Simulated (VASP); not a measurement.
A run of VASP 6.6.1:

Contents of INCAR:

```
PREC     = Accurate       # precision mode
ENCUT    = 520            # plane-wave cutoff, eV
EDIFF    = 1E-6           # SCF threshold, eV
ISMEAR   = -1             # smearing method
SIGMA    = 0.1            # smearing width, eV
LREAL    = False          # projectors in reciprocal space
LASPH    = True           # aspherical terms in the spheres
NELM     = 60             # most SCF steps
ALGO     = Normal         # electronic algorithm
ISIF     = 2              # what is computed and relaxed
LWAVE    = False          # write WAVECAR
LCHARG   = False          # write CHGCAR
GGA      = PE             # functional
NBANDS   = 20             # bands
```

KPOINTS

```
Automatic mesh
0
Gamma
  18 18 10
```

Contents of POSCAR:

```
Ga
1.0
    2.3888982803      0.0000000000      0.0000000000
   -1.1944491401      2.0688465978      0.0000000000
    0.0000000000      0.0000000000      3.9639639041
Ga
2
Direct
    0.3333333333      0.6666666667      0.2500000000
    0.6666666667      0.3333333333      0.7500000000
```

Potentials or basis: VASP PAW PBE potentials, release 64 (Ga_d).

Command:

```bash
$ cat potpaw_PBE.64/Ga_d/POTCAR > POTCAR
$ mpirun -np 1 vasp_std > vasp.out
```

Hardware: 1 thread of Intel Xeon 8259CL, with other jobs on the host.

Q: How long does it take, and how much memory?

A: It took 86 s on 1 thread of Intel Xeon 8259CL (shared host), peak memory 0.19 GiB. Counts: scf iterations 11, k points 222.
